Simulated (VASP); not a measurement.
Write the native input for VASP 6.6.1 that does the following.

```
Task                   : single point
Functional             : PBE
Potentials or basis    : VASP PAW PBE potentials, release 64 (Ta_pv, N)
Cutoff                 : 520 eV
k mesh                 : 10 × 10 × 5
Occupations            : gaussian, width 0.013 eV
Spin                   : no spin polarisation
Dipole correction      : no
Further INCAR settings : ALGO = Normal; EDIFF = 1e-06; NBANDS = 24
```

The structure of TaN lies in POSCAR:

```
TaN
1.0
    2.9217699809      0.0000000000      0.0000000000
   -1.4608849905      2.5303270275      0.0000000000
    0.0000000000      0.0000000000      5.9165150000
Ta N
2 2
Direct
    0.0000000000      0.0000000000      0.5000000000
    0.0000000000      0.0000000000      0.0000000000
    0.3333333333      0.6666666667      0.2500000000
    0.6666666667      0.3333333333      0.7500000000
```

One way to write it, as run:

INCAR

```
PREC = Accurate
ENCUT = 520
EDIFF = 1E-6
ISMEAR = 0
SIGMA = 0.013000000000000001
LREAL = False
LASPH = True
NELM = 100
ALGO = Normal
ISIF = 2
LWAVE = False
LCHARG = False
GGA = PE
NBANDS = 24
```

KPOINTS

```
Automatic mesh
0
Gamma
  10 10 5
```

Potentials or basis: VASP PAW PBE potentials, release 64 (Ta_pv, N).

Launch:

```sh
$ cat potpaw_PBE.64/Ta_pv/POTCAR potpaw_PBE.64/N/POTCAR > POTCAR
$ mpirun -np 1 vasp_std > vasp.out
```

It gave:

| Quantity | Value |
| --- | --- |
| Pressure | -0.4 GPa |
| Band gap on the k mesh | zero (band 16 reaches 8.71 eV, above the bottom of band 17 at 7.89 eV) |

Caveat: spin-orbit coupling is left out, which moves the levels of the heavy elements.

Wall time 45 s on 1 thread of Intel(R) Xeon(R) Platinum 8259CL CPU @ 2.50GHz (Skylake/Cascade Lake), on a shared host, peak memory 0.19 GiB.
